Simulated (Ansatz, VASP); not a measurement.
# One calculation of W3O, two programs

The input INCAR:

```
SYSTEM = W3O
PREC = Accurate
ENCUT = 520
EDIFF = 1E-7
ISMEAR = 0
SIGMA = 0.15
LREAL = .False.
LASPH = .True.
NELM = 60
ALGO = Normal
ISIF = 2
LWAVE = .False.
LCHARG = .True.
GGA = PS
LELF = .True.
LVHAR = .True.
NBANDS = 58
```

File KPOINTS:

```
regular mesh
0
Gamma
  8 8 8
  0 0 0
```

The input POSCAR:

```
W3O
1.0
    4.9038199110      0.0000000000      0.0000000000
    0.0000000000      4.9038199110      0.0000000000
    0.0000000000      0.0000000000      4.7588794210
W O
6 2
Direct
    0.5000000000      0.7500000000      0.0000000000
    0.0000000000      0.5000000000      0.7500000000
    0.2500000000      0.0000000000      0.5000000000
    0.5000000000      0.2500000000      0.0000000000
    0.0000000000      0.5000000000      0.2500000000
    0.7500000000      0.0000000000      0.5000000000
    0.5000000000      0.5000000000      0.5000000000
    0.0000000000      0.0000000000      0.0000000000
```

Input for Ansatz:

```yaml
crystal:
  lattice:
    - [4.903819911, 0.0, 0.0]
    - [0.0, 4.903819911, 0.0]
    - [0.0, 0.0, 4.758879421]
  atoms:
    - { symbol: W, position: [0.5, 0.75, 0.0] }
    - { symbol: W, position: [0.0, 0.5, 0.75] }
    - { symbol: W, position: [0.25, 0.0, 0.5] }
    - { symbol: W, position: [0.5, 0.25, 0.0] }
    - { symbol: W, position: [0.0, 0.5, 0.25] }
    - { symbol: W, position: [0.75, 0.0, 0.5] }
    - { symbol: O, position: [0.5, 0.5, 0.5] }
    - { symbol: O, position: [0.0, 0.0, 0.0] }
basis:
  ecutwfc: 420
kpoints:
  mp_grid: { grid: [8, 8, 8] }
hamiltonian:
  xc: pbesol
scf:
  occupations: { method: gaussian, width: 0.15 }
output:
  forces: true
  stress: true
  eigenvalues: true
```

Change from the starting cell: strain +0.015 along x and y, -0.015 along z, atoms carried along.

Alike in both runs: task single point; functional PBEsol; k mesh 8 × 8 × 8; occupations gaussian, width 0.15 eV; no spin polarisation.

```csv
,VASP,Ansatz
version,VASP 6.6.1,Ansatz 0.2.0
potentials or method,"VASP PAW PBE potentials, release 64 (W_sv, O), cutoff 520 eV","scalar-relativistic, plane waves, PAW"
valence electrons in the cell,96,96
```

Ansatz gave:

| Property | Result |
| --- | --- |
| gap on the k mesh at the Fermi level (eV) | none |
| pressure (GPa) | -3.7 |
| traceless stress, the component that is largest in VASP (GPa) | 2.30 |
| rms of the force components (eV/Å) | 0.100 |

Question: Estimate VASP's values.

Answer: gap on the k mesh at the Fermi level (eV): none; pressure (GPa): -2.7; traceless stress, the component that is largest in VASP (GPa): 2.59; rms of the force components (eV/Å): 0.101.

VASP's potentials were made for PBE, not for PBEsol. Atom by atom the forces differ by 0.000 eV/Å (rms over components). A gap of «none» marks a metal or a gap that the smearing closes.

Neither program's run includes spin-orbit coupling.
